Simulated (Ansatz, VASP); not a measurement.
## CoO: VASP beside Ansatz

```
Co O
1.0
     2.66125    0.00000    0.00000
     0.00000    2.66125    0.00000
     0.00000    0.00000    2.66125
Co O
1 1
Cartesian
  0.0000 0.0000 0.0000
  1.3306 1.3306 1.3306
```

Alike in both runs: task single point; functional PBE; k mesh 10 × 10 × 10; occupations gaussian, width 0.02 eV; no spin polarisation; Hubbard terms Co d U = 3.32 eV.

```csv
,VASP,Ansatz
version,VASP 6.6.1,Ansatz 0.2.0
potentials or method,"VASP PAW PBE potentials, release 64 (Co, O), cutoff 520 eV","scalar-relativistic, plane waves, PAW"
valence electrons in the cell,15,23
```

Ansatz gave:

| Quantity | Value |
| --- | --- |
| gap on the k mesh at the Fermi level (eV) | none |
| pressure (GPa) | -19.1 |

Task: What did VASP give for the same quantities?

Result: gap on the k mesh at the Fermi level (eV): none; pressure (GPa): -22.2.

The programs project onto different local orbitals, so the same U acts differently, and such runs can settle in different states. A gap of «none» marks a metal or a gap that the smearing closes. VASP's potentials hold 15 valence electrons a cell and Ansatz's 23, so a difference there can come from the potentials and not from the codes. Ansatz's warnings: filled band counts differ across k points.
